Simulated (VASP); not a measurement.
Ca, 1 atom in the cell. It takes space group I4/mmm (No. 139, tetragonal). Conventional cell: a = 4.341 Å, b = 4.341 Å, c = 4.322 Å, α = 90.00°, β = 90.00°, γ = 90.00°. Ca (site symmetry 4/mmm) has 14 Ca at 3.75 to 4.34 Å within 4.9 Å.  This cell differs from its parent crystal: volume scaled by 0.94, then relaxed in part.

```yaml
Program: VASP 6.6.1
Task: single point
Functional: r2SCAN
Potentials_or_basis: VASP PAW PBE potentials, release 64 (Ca_sv)
Cutoff: 520 eV
k_mesh: 14 × 14 × 14
Occupations: gaussian, width 0.1 eV
Spin: no spin polarisation
Dipole_correction: no
Further_INCAR_settings: ALGO = Normal; EDIFF = 1e-06; NBANDS = 11
```

Potentials or basis: VASP PAW PBE potentials, release 64 (Ca_sv).

The run is started by

```sh
$ cat potpaw_PBE.64/Ca_sv/POTCAR > POTCAR
$ cp INCAR.step1 INCAR
$ mpirun -np 1 vasp_std > vasp.out
$ cp INCAR.step2 INCAR
$ mpirun -np 1 vasp_std > vasp.out
```

Hardware: 1 thread of Intel(R) Xeon(R) 6975P-C (Granite Rapids), on a shared host.

Estimate the wall time of this run.

Run time: 2.4 min on 1 thread of Intel(R) Xeon(R) 6975P-C (Granite Rapids) (shared host), peak memory 0.24 GiB. Counts: k points 244.
